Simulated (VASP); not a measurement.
A run of VASP 6.6.1:

Contents of INCAR:

```
PREC = Accurate
ENCUT = 520
EDIFF = 1E-6
ISMEAR = 0
SIGMA = 0.02
LREAL = F
LASPH = T
NELM = 60
ALGO = Normal
ISIF = 2
LWAVE = F
LCHARG = F
GGA = PS
NBANDS = 16
```

File KPOINTS:

```
Automatic mesh
0
Gamma
  6 6 4
```

File POSCAR:

```
MgS
1.0
    4.2100862796      0.0000000000      0.0000000000
   -2.1050431398      3.6460416703      0.0000000000
    0.0000000000      0.0000000000      6.2419819954
Mg S
2 2
Direct
    0.6666666667      0.3333333333      0.4874377481
    0.3333333333      0.6666666667      0.9874377481
    0.3333333333      0.6666666667      0.3875612519
    0.6666666667      0.3333333333      0.8875612519
```

Potentials or basis: VASP PAW PBE potentials, release 64 (Mg, S).

Run with:

```sh
$ cat potpaw_PBE.64/Mg/POTCAR potpaw_PBE.64/S/POTCAR > POTCAR
$ mpirun -np 1 vasp_std > vasp.out
```

Hardware: 1 thread of Intel Xeon 8259CL (shared host).

Q: How long does it take, and how much memory?

A: Wall time 51 s on 1 thread of Intel Xeon 8259CL (shared host), peak memory 0.22 GiB. Counts: scf iterations 14, k points 21.
